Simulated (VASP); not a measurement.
# PtS2: single point with PBE+D3(BJ)

The system is PtS2, a slab with vacuum.

```xyz
6
Lattice="3.5415 0.0000 0.0000 -1.7708 3.0671 0.0000 0.0000 0.0000 22.4671" Properties=species:S:1:pos:R:3 pbc="T T T"
S     1.7708    1.0224    4.5000
S     0.0000    2.0447    6.9835
S     0.0000    2.0447   10.6735
S    -1.7708    3.0671   13.1571
Pt    0.0000    0.0000    5.7418
Pt   -1.7708    1.0224   11.9153
```

```
Program             : VASP 6.6.1
Task                : single point
Functional          : PBE
Dispersion          : D3(BJ)
Potentials or basis : VASP PAW PBE potentials, release 64 (S, Pt)
Cutoff              : 520 eV
k mesh              : 9 × 9 × 1
Occupations         : gaussian, width 0.05 eV
Spin                : no spin polarisation
```

The largest force is 0.044 eV/Å, the band gap on the k mesh is 1.49 eV, indirect (least direct gap 1.59 eV) and the dispersion energy per atom is -0.309 eV.

Forces in eV/Å, atoms in the order of the input:
```
S    0.000  0.000  0.044
S    0.000  0.000 -0.026
S    0.000  0.000  0.026
S    0.000  0.000 -0.044
Pt   0.000  0.000  0.036
Pt   0.000  0.000 -0.036
```

Levels at points of the mesh, in eV from the valence-band top:
| k point | band 20 | band 21 | band 22 | band 23 | band 24 | band 25 |
| --- | --- | --- | --- | --- | --- | --- |
| (0.00, 0.00, 0.00) | -0.47 | -0.44 | -0.44 | 2.99 | 2.99 | 3.05 |

Run time: 110 s on 1 thread of Intel(R) Xeon(R) 6975P-C (Granite Rapids), on a shared host, peak memory 0.38 GiB.

Caveat: spin-orbit coupling is left out, which moves the levels of the heavy elements.
